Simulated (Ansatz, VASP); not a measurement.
**Two plane-wave programs on Sr3Cl**

```xyz
4
Lattice="5.7626 0.0000 0.0000 0.0000 5.7626 0.0000 0.0000 0.0000 5.7626" Properties=species:S:1:pos:R:3 pbc="T T T"
Sr    0.0000    2.8813    2.8813
Sr    2.8813    0.0000    2.8813
Sr    2.8813    2.8813    0.0000
Cl    0.0000    0.0000    0.0000
```

Alike in both runs: functional PBE; k mesh 8 × 8 × 8; occupations gaussian, width 0.1 eV; no spin polarisation.

Ansatz relaxed the structure, and its values are those at the end. VASP's run is a single point on that final structure, the one shown.

|  | VASP | Ansatz |
| --- | --- | --- |
| version | VASP 6.6.1 | Ansatz 0.2.0 |
| potentials or method | VASP PAW PBE potentials, release 64 (Sr_sv, Cl), cutoff 520 eV | scalar-relativistic, plane waves, PAW |
| valence electrons in the cell | 37 | 37 |

```tsv
	VASP	Ansatz	Ansatz less VASP
gap on the k mesh at the Fermi level (eV)	none	none	-
pressure (GPa)	0.0	0.0	-0.01
```

A gap of «none» marks a metal or a gap that the smearing closes.
